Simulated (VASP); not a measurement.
# C in VASP: notebook

C is run at these levels: PBE+D3(BJ); tasks: single point.

Program: VASP 6.6.1. These are calculated values, not measurements. Logs are shortened: lines on timing, memory, paths and dates and some standing lists are left out, and cuts for length are marked.

## (1) The cell of the first run

The cell holds a slab with vacuum, 4 atoms: a = 2.466 Å, b = 2.466 Å, c = 17.500 Å, α = 90.00°, β = 90.00°, γ = 120.00°.

## (2) Single point, PBE+D3(BJ)

INCAR reads:

```
PREC = Accurate ; ENCUT = 520
EDIFF = 1E-6 ; ISMEAR = 0
SIGMA = 0.1 ; LREAL = False
LASPH = True ; NELM = 80
ALGO = Normal ; ISIF = 2
LWAVE = False ; LCHARG = False
LDIPOL = True ; IDIPOL = 3
DIPOL = 0.5 0.5 0.343 ; GGA = PE
IVDW = 12 ; NBANDS = 16
```

KPOINTS reads:

```
regular mesh
0
Gamma
  15 15 1
```

POSCAR reads:

```
C
1.0
    2.4656524409      0.0000000000      0.0000000000
   -1.2328262205      2.1353176508      0.0000000000
    0.0000000000      0.0000000000     17.5000663883
C
4
Direct
    0.6666666667      0.3333333333      0.2571437784
    0.3333333333      0.6666666667      0.2571418816
    0.8333333333      0.6666666667      0.4291450227
    0.5000000000      1.0000000000      0.4291431259
```

Potentials or basis: VASP PAW PBE potentials, release 64 (C).

Run with:

```sh
cat potpaw_PBE.64/C/POTCAR > POTCAR
mpirun -np 1 vasp_std > vasp.out
```

OUTCAR:

```text
PREC = Accurate
   ENCUT = 520
   EDIFF = 1E-6
   ISMEAR = 0
   LREAL = False
   LASPH = True
   NELM = 80
   ISIF = 2
   GGA = PE
   IVDW = 12
 IVDW          = 12

 ion  position               nearest neighbor table
   1  0.667  0.333  0.257-   2 1.42   2 1.42   2 1.42
   2  0.333  0.667  0.257-   1 1.42   1 1.42   1 1.42
   3  0.833  0.667  0.429-   4 1.42   4 1.42   4 1.42
   4  0.500  0.000  0.429-   3 1.42   3 1.42   3 1.42

  LATTYP: Found a hexagonal cell.
 ALAT       =     2.4656524409
 C/A-ratio  =     7.0975398227

  Lattice vectors:

 A1 = (   2.4656524409,   0.0000000000,   0.0000000000)
 A2 = (  -1.2328262205,   2.1353176508,   0.0000000000)
 A3 = (   0.0000000000,   0.0000000000,  17.5000663883)

Analysis of symmetry for initial positions (statically):
=====================================================================
 Subroutine PRICEL returns:
 Original cell was already a primitive cell.

 Routine SETGRP: Setting up the symmetry group for a
 hexagonal supercell.

 Subroutine GETGRP returns: Found  4 space group operations
 (whereof  2 operations were pure point group operations)
 out of a pool of 24 trial point group operations.

The static configuration has the point symmetry C_1h.
 The point group associated with its full space group is C_2h.

Analysis of symmetry for dynamics (positions and initial velocities):
=====================================================================
 Subroutine PRICEL returns:
 Original cell was already a primitive cell.

 Routine SETGRP: Setting up the symmetry group for a
 hexagonal supercell.

 Subroutine GETGRP returns: Found  4 space group operations
 (whereof  2 operations were pure point group operations)
 out of a pool of 24 trial point group operations.

The dynamic configuration has the point symmetry C_1h.
 The point group associated with its full space group is C_2h.

 Subroutine INISYM returns: Found  4 space group operations
 (whereof  2 operations are pure point group operations),
 and found     1 'primitive' translations

----------------------------------------------------------------------------------------

                                     Primitive cell

  volume of cell :      92.1370

  direct lattice vectors                    reciprocal lattice vectors
     2.465652441  0.000000000  0.000000000     0.405572166  0.234157199  0.000000000
    -1.232826221  2.135317651  0.000000000     0.000000000  0.468314398  0.000000000
     0.000000000  0.000000000 17.500066388     0.000000000  0.000000000  0.057142640

  length of vectors
     2.465652441  2.465652441 17.500066388     0.468314398  0.468314398  0.057142640

  position of ions in fractional coordinates (direct lattice)
     0.666666667  0.333333333  0.257143778
     0.333333333  0.666666667  0.257141882
     0.833333333  0.666666667  0.429145023
     0.500000000  0.000000000  0.429143126

  ion indices of the primitive-cell ions
   primitive index   ion index
                 1           1
                 2           2
                 3           3
                 4           4

----------------------------------------------------------------------------------------

 KPOINTS: regular mesh

Automatic generation of k-mesh.
 Grid dimensions read from file:
 generate k-points for:   15   15    1

 Generating k-lattice:

  Cartesian coordinates                     Fractional coordinates (reciprocal lattice)
     0.027038144  0.015610480  0.000000000     0.066666667  0.000000000  0.000000000
     0.000000000  0.031220960  0.000000000     0.000000000  0.066666667  0.000000000
     0.000000000  0.000000000  0.057142640     0.000000000  0.000000000  1.000000000

  Length of vectors
     0.031220960  0.031220960  0.057142640

  Shift w.r.t. Gamma in fractional coordinates (k-lattice)
     0.000000000  0.000000000  0.000000000

 Subroutine IBZKPT returns following result:
 ===========================================

 Found     64 irreducible k-points:

 Following reciprocal coordinates:
            Coordinates               Weight
  0.000000  0.000000  0.000000      1.000000
  0.066667  0.000000  0.000000      4.000000
  0.000000  0.066667  0.000000      2.000000
  0.133333 -0.000000  0.000000      4.000000
  0.000000  0.133333  0.000000      2.000000
  0.200000  0.000000  0.000000      4.000000
[... 16 lines left out ...]
 -0.266667  0.200000  0.000000      4.000000
  0.266667  0.066667  0.000000      4.000000
 [... further k-points ...]
   k-points           NKPTS =     64   k-points in BZ     NKDIM =     64   number of bands    NBANDS=     16
   number of dos      NEDOS =    301   number of ions     NIONS =      4
   total plane-waves  NPLWV =  45360
   dimension x,y,z NGX =    18 NGY =   18 NGZ =  140
   dimension x,y,z NGXF=    36 NGYF=   36 NGZF=  280
   ions per type =               4
   NGX,Y,Z   is equivalent  to a cutoff of  12.14, 12.14, 13.30 a.u.
   NGXF,Y,Z  is equivalent  to a cutoff of  24.27, 24.27, 26.60 a.u.
 SYSTEM =  unknown system
   PREC   = accura    normal or accurate (medium, high low for compatibility)
   ISTART =      0    job   : 0-new  1-cont  2-samecut
   ICHARG =      2    charge: 1-file 2-atom 10-const
   ISPIN  =      1    spin polarized calculation?
   LNONCOLLINEAR =      F non collinear calculations
   LSORBIT =      F    spin-orbit coupling
   LASPH  =      T    aspherical Exc in radial PAW
   ENCUT  =  520.0 eV  38.22 Ry    6.18 a.u.   4.58  4.58 32.54*2*pi/ulx,y,z
   NELM   =     80;   NELMIN=  2; NELMDL= -5     # of ELM steps
   EDIFF  = 0.1E-05   stopping-criterion for ELM
   LREAL  =      F    real-space projection
   EDIFFG = 0.1E-04   stopping-criterion for IOM
   NSW    =      0    number of steps for IOM
   IBRION =     -1    ionic relax: 0-MD 1-quasi-New 2-CG
   NFREE  =      0    steps in history (QN), initial steepest desc. (CG)
   ISIF   =      2    stress and relaxation
   ISYM   =      2    0-nonsym 1-usesym 2-fastsym
   POTIM  = 0.5000    time-step for ionic-motion
   TEBEG  =    0.0;   TEEND  =   0.0 temperature during run
   PSTRESS=    0.0 pullay stress
   NELECT =      16.0000    total number of electrons
   NUPDOWN=      -1.0000    fix difference up-down
   EMIN   =  10.00;   EMAX   =-10.00  energy-range for DOS
   EFERMI =   0.00;   METHOD = LEGACY
   ISMEAR =     0;   SIGMA  =   0.10  broadening in eV -4-tet -1-fermi 0-gaus
   EFERMI_NEDOS =   21; number of points for ismear=-14 and -15
   IALGO  =     38    algorithm
   IMIX   =      4    mixing-type and parameters
     AMIX     =   0.40;   BMIX     =  1.00
     AMIX_MAG =   1.60;   BMIX_MAG =  1.00
  volume/ion in A,a.u.               =      23.03       155.44
  Fermi-wavevector in a.u.,A,eV,Ry     =   0.913349  1.725980 11.350070  0.834207
  Thomas-Fermi vector in A             =   2.037850
   LORBIT       =      0    0 simple, 1 ext, 2 COOP (PROOUT), +10 PAW based schemes
   GGA     = PE    functional components
   LHFCALC =     F    Hartree Fock is set to
   AEXX    =    0.0000 exact exchange contribution
   IVDW    =    12    specifies the selected vdW correction
   LEPSILON=     F    determine dielectric tensor
   LRPA    =     F    only Hartree local field effects (RPA)
 non-spin polarized calculation
 Gauss-broadening in eV      SIGMA  =   0.10
  energy-cutoff  :      520.00
  volume of cell :       92.14
 maximum number of plane-waves:      2516
   NGX =  9   NGY =  9   NGZ = 65

 dipolmoment           0.000000      0.000000      0.000001 electrons x Angstroem

 number of electron      15.9999997 magnetization

 dipolmoment           0.000000      0.000000     -0.000000 electrons x Angstroem

 Free energy of the ion-electron system (eV)
  ---------------------------------------------------
  ext. energy  EPLUGINS =         0.00000000
  ---------------------------------------------------
  free energy    TOTEN  =       -36.76807818 eV

  energy without entropy =      -36.76807818  energy(sigma->0) =      -36.76807818

 E-fermi :  -0.8828     XC(G=0):  -4.3601

 val. band max:       -1.2856403514   @ k =   0.3333   0.3333   0.0000
 cond. band min:      -0.4843270191   @ k =   0.3333   0.3333   0.0000
 fundamental gap:      0.8013133323
 Fermi energy:        -0.8828000506

 k-point     1 :       0.0000    0.0000    0.0000
  band No.  band energies     occupation
      1     -20.5576      2.00000
      2     -20.2220      2.00000
      3      -9.2541      2.00000
      4      -7.6331      2.00000
      5      -3.9063      2.00000
      6      -3.8970      2.00000
[... 8 lines left out ...]
     15       7.4426      0.00000
     16       7.4640      0.00000

 k-point     2 :       0.0667    0.0000    0.0000
  band No.  band energies     occupation
      1     -20.4515      2.00000
      2     -20.1177      2.00000
      3      -9.1267      2.00000
      4      -7.5109      2.00000
      5      -4.3370      2.00000
      6      -4.2993      2.00000
[... 8 lines left out ...]
     15       7.5230      0.00000
     16       7.9061      0.00000

 k-point     3 :       0.0000    0.0667    0.0000
  band No.  band energies     occupation
      1     -20.4514      2.00000
      2     -20.1178      2.00000
      3      -9.1265      2.00000
      4      -7.5111      2.00000
      5      -4.3363      2.00000
      6      -4.2986      2.00000
[... 8 lines left out ...]
     15       7.5411      0.00000
     16       7.8742      0.00000

 k-point     4 :       0.1333   -0.0000    0.0000
  band No.  band energies     occupation
      1     -20.1340      2.00000
      2     -19.8057      2.00000
      3      -8.7464      2.00000
      4      -7.1466      2.00000
      5      -5.4816      2.00000
      6      -5.4118      2.00000
[... 8 lines left out ...]
     15       7.5575      0.00000
     16       8.9892      0.00000

 k-point     5 :       0.0000    0.1333    0.0000
  band No.  band energies     occupation
      1     -20.1339      2.00000
      2     -19.8058      2.00000
      3      -8.7455      2.00000
      4      -7.1476      2.00000
      5      -5.4829      2.00000
      6      -5.4099      2.00000
[... 8 lines left out ...]
     15       7.6075      0.00000
     16       9.1158      0.00000

 k-point     6 :       0.2000    0.0000    0.0000
  band No.  band energies     occupation
      1     -19.6074      2.00000
      2     -19.2882      2.00000
      3      -8.1197      2.00000
      4      -7.0461      2.00000
      5      -6.9442      2.00000
      6      -6.5470      2.00000
[... 8 lines left out ...]
     15       7.4111      0.00000
     16       7.7447      0.00000
[... 267 lines left out ...]
 k-point    21 :       0.2000    0.0667    0.0000
  band No.  band energies     occupation
      1     -19.1886      2.00000
      2     -18.8766      2.00000
      3      -7.9351      2.00000
      4      -7.8140      2.00000
      5      -7.6221      2.00000
      6      -6.0839      2.00000
[... 8 lines left out ...]
     15       7.5999      0.00000
     16       7.7193      0.00000

 k-point    22 :      -0.0667    0.2667    0.0000
  band No.  band energies     occupation
      1     -19.1884      2.00000
      2     -18.8768      2.00000
      3      -7.9340      2.00000
      4      -7.8142      2.00000
      5      -7.6198      2.00000
      6      -6.0860      2.00000
[... 8 lines left out ...]
     15       7.5550      0.00000
     16       7.8049      0.00000

 k-point    23 :      -0.2667    0.2000    0.0000
  band No.  band energies     occupation
      1     -19.1888      2.00000
      2     -18.8765      2.00000
      3      -7.9297      2.00000
      4      -7.8205      2.00000
      5      -7.6230      2.00000
      6      -6.0797      2.00000
[... 8 lines left out ...]
     15       7.6024      0.00000
     16       7.7289      0.00000

 k-point    24 :       0.2667    0.0667    0.0000
  band No.  band energies     occupation
      1     -18.3586      2.00000
      2     -18.0607      2.00000
      3      -9.6671      2.00000
      4      -9.5165      2.00000
      5      -6.7250      2.00000
      6      -6.6807      2.00000
[... 8 lines left out ...]
     15       7.4539      0.00000
     16       8.6292      0.00000

 [... further k-points ...]

------------------------ aborting loop because EDIFF is reached ----------------------------------------

 vacuum level on the upper side and lower side of the slab       (xc-potential included)        -0.176        -0.176

 Edisp (eV)   -0.51508

 E8    (eV) :    -0.1559

  FORCE on cell =-STRESS in cart. coord.  units (eV):
  Direction    XX          YY          ZZ          XY          YZ          ZX
  --------------------------------------------------------------------------------------
  -------------------------------------------------------------------------------------
  Total      -0.03390     0.04812     1.05870    -0.00000     0.26010    -0.00000
  in kB      -0.58954     0.83676    18.40975    -0.00000     4.52293    -0.00000
  external pressure =        6.22 kB  Pullay stress =        0.00 kB

 VOLUME and BASIS-vectors are now :
 -----------------------------------------------------------------------------
  energy-cutoff  :      520.00
  volume of cell :       92.14
      direct lattice vectors                 reciprocal lattice vectors
     2.465652441  0.000000000  0.000000000     0.405572166  0.234157199  0.000000000
    -1.232826221  2.135317651  0.000000000     0.000000000  0.468314398  0.000000000
     0.000000000  0.000000000 17.500066388     0.000000000  0.000000000  0.057142640

 POSITION                                       TOTAL-FORCE (eV/Angst)
 -----------------------------------------------------------------------------------
      1.23283      0.71177      4.50003         0.000000     -0.043536     -0.171706
     -0.00000      1.42355      4.50000         0.000000     -0.042869     -0.188225
      1.23283      1.42355      7.51007        -0.000000      0.042869      0.188225
      1.23283      0.00000      7.51003        -0.000000      0.043536      0.171706
 -----------------------------------------------------------------------------------
    total drift:                                0.000000      0.000000     -0.000010

  FREE ENERGIE OF THE ION-ELECTRON SYSTEM (eV)
  ---------------------------------------------------
  free  energy   TOTEN  =       -37.2831624799 eV

  energy  without entropy=      -37.2831624798  energy(sigma->0) =      -37.28316248

 vacuum level on the upper side and lower side of the slab         3.356         3.356
```

It took 64 s on 1 thread of Intel Xeon 6975P-C (Granite Rapids), shared host; peak memory 0.24 GiB.

What came out:

| Property | Result |
| --- | --- |
| Free energy | -37.2832 eV |
| Largest force | 0.193 eV/Å |
| Band gap on the k mesh | 0.80 eV, direct |
| Dispersion energy per atom | -0.129 eV |

Forces on the atoms (eV/Å):
```
C    0.000 -0.044 -0.172
C    0.000 -0.043 -0.188
C    0.000  0.043  0.188
C    0.000  0.044  0.172
```

Levels at points of the mesh, in eV from the valence-band top:
```tsv
k point	band 4	band 5	band 6	band 7	band 8	band 9	band 10	band 11	band 12	band 13
(0.00, 0.00, 0.00)	-6.35	-2.62	-2.61	-2.60	-2.59	3.95	4.36	5.27	6.92	7.67
```

## (3) Single point, PBE+D3(BJ)

INCAR reads:

```
  PREC = Accurate
  ENCUT = 520
  EDIFF = 1E-6
  ISMEAR = 0
  SIGMA = 0.1
  LREAL = False
  LASPH = True
  NELM = 100
  ALGO = Normal
  ISIF = 2
  LWAVE = False
  LCHARG = False
  LDIPOL = True
  IDIPOL = 3
  DIPOL = 0.5 0.5 0.343
  GGA = PE
  IVDW = 12
  NBANDS = 16
```

KPOINTS reads:

```
Automatic mesh
0
Gamma
  15 15 1
```

Edit POSCAR of step 2 so:

```diff
@@ -10,3 +10,3 @@
     0.3333333333      0.6666666667      0.2571418816
-    0.8333333333      0.6666666667      0.4291450227
-    0.5000000000      1.0000000000      0.4291431259
+    0.6666666667      0.6666666667      0.4291450227
+    0.3333333333      1.0000000000      0.4291431259
```

Potentials or basis: VASP PAW PBE potentials, release 64 (C).

Run with:

```sh
cat potpaw_PBE.64/C/POTCAR > POTCAR
mpirun -np 1 vasp_std > vasp.out
```

Wall time 65 s (1 thread of Intel Xeon 6975P-C (Granite Rapids), shared host); peak memory 0.23 GiB.

Results (log left out):

```yaml
Free_energy: -37.2910 eV
Largest_force: 0.171 eV/Å
Band_gap_on_the_k_mesh: 0.69 eV, direct
Dispersion_energy_per_atom: -0.129 eV
```

Forces on the atoms (eV/Å):
```
C    0.015 -0.032 -0.167
C    0.020 -0.029 -0.167
C   -0.020  0.029  0.167
C   -0.015  0.032  0.167
```

Levels at points of the mesh, in eV from the valence-band top:
```csv
k point,band 5,band 6,band 7,band 8,band 9,band 10,band 11,band 12
"(0.00, 0.00, 0.00)",-2.67,-2.67,-2.64,-2.64,3.90,4.31,5.23,6.87
```

## (4) Single point, PBE+D3(BJ)

INCAR reads:

```
SYSTEM = C
  PREC = Accurate
  ENCUT = 520
  EDIFF = 1E-6
  ISMEAR = 0
  SIGMA = 0.1
  LREAL = .FALSE.
  LASPH = .TRUE.
  NELM = 100
  ALGO = Normal
  ISIF = 2
  LWAVE = .FALSE.
  LCHARG = .TRUE.
  LDIPOL = .TRUE.
  IDIPOL = 3
  DIPOL = 0.5 0.5 0.343
  GGA = PE
  IVDW = 12
  LELF = .TRUE.
  LVHAR = .TRUE.
  LVACPOTAV = .TRUE.
  NBANDS = 16
```

KPOINTS reads:

```
Automatic mesh
0
G
  15 15 1
  0 0 0
```

Edit POSCAR of step 3 so:

```diff
@@ -10,3 +10,3 @@
     0.3333333333      0.6666666667      0.2571418816
-    0.6666666667      0.6666666667      0.4291450227
-    0.3333333333      1.0000000000      0.4291431259
+    0.6666666667      0.5000000000      0.4291450227
+    0.3333333333      0.8333333333      0.4291431259
```

Run with:

```sh
cat potpaw_PBE.64/C/POTCAR > POTCAR
mpirun -np 1 vasp_std > vasp.out
```

It took 65 s on 1 thread of Intel Xeon 6975P-C (Granite Rapids), shared host; peak memory 0.23 GiB.

The run converged. Its results:

| Item | Value |
| --- | --- |
| Free energy | -37.2562 eV |
| Largest force | 0.231 eV/Å |
| Band gap on the k mesh | 0.93 eV, indirect (least direct gap 0.97 eV) |
| Dispersion energy per atom | -0.129 eV |

Forces in eV/Å, atoms in the order of the input:
```
C    0.018 -0.038 -0.227
C    0.024 -0.034 -0.227
C   -0.024  0.034  0.227
C   -0.018  0.038  0.227
```

Levels at points of the mesh, in eV from the valence-band top:
```csv
k point,band 6,band 7,band 8,band 9,band 10,band 11
"(0.00, 0.00, 0.00)",-2.59,-2.56,-2.55,3.99,4.40,5.32
```
